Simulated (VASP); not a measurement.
The system is CuO.

```xyz
4
Lattice="2.3447 -1.7134 0.0000 2.3447 1.7134 0.0000 -0.8606 0.0000 5.0594" Properties=species:S:1:pos:R:3 pbc="T T T"
Cu    1.1723    0.8457    0.0000
Cu    0.7420   -0.8457    2.5297
O     2.0724   -0.2841    1.2836
O     1.6421    0.2841    3.8133
```

```yaml
Program: VASP 6.6.1
Task: relaxation of volume and atoms at fixed shape
Functional: r2SCAN
Potentials_or_basis: VASP PAW PBE potentials, release 64 (Cu, O)
Cutoff: 600 eV
k_mesh: 11 × 11 × 6
Occupations: fermi-dirac, width 0.05 eV
Spin: no spin polarisation
```

At the start: pressure -0.6 GPa; volume 10.16 Å³/atom.

Q: Where does the relaxation end?

A: Over 11 steps the energy falls by 14.5 meV/atom and the volume is 10.18 Å³/atom (+0.2 %); space group Cc (No. 9, to 0.1 Å) before, C2/c (No. 15, to 0.1 Å).

The path:
```csv
step,energy change (eV),largest force (eV/Å),pressure (GPa),volume (Å³)
1,0.0000,0.7621,-0.56,40.65
2,-0.0500,0.1964,0.21,40.44
3,-0.0503,0.1870,0.03,40.46
4,-0.0534,0.1366,0.29,40.46
5,-0.0569,0.0349,0.89,40.47
6,-0.0569,0.0329,1.03,40.47
7,-0.0573,0.0114,-0.85,40.94
8,-0.0578,0.0161,-0.01,40.73
9,-0.0578,0.0156,-0.09,40.74
10,-0.0579,0.0041,0.17,40.73
11,-0.0579,0.0032,0.01,40.73
```

Final structure:
```
CELL_PARAMETERS angstrom
2.34625 -1.71457 0.00000
2.34625 1.71457 0.00000
-0.86114 0.00000 5.06288
ATOMIC_POSITIONS crystal
Cu 0.99449 0.49401 0.00189
Cu 0.49401 0.99449 0.50189
O 0.56159 0.42691 0.25181
O 0.42691 0.56159 0.75181
```

Caveat: the PAW data sets were made with another functional, which shifts forces and pressure a little.
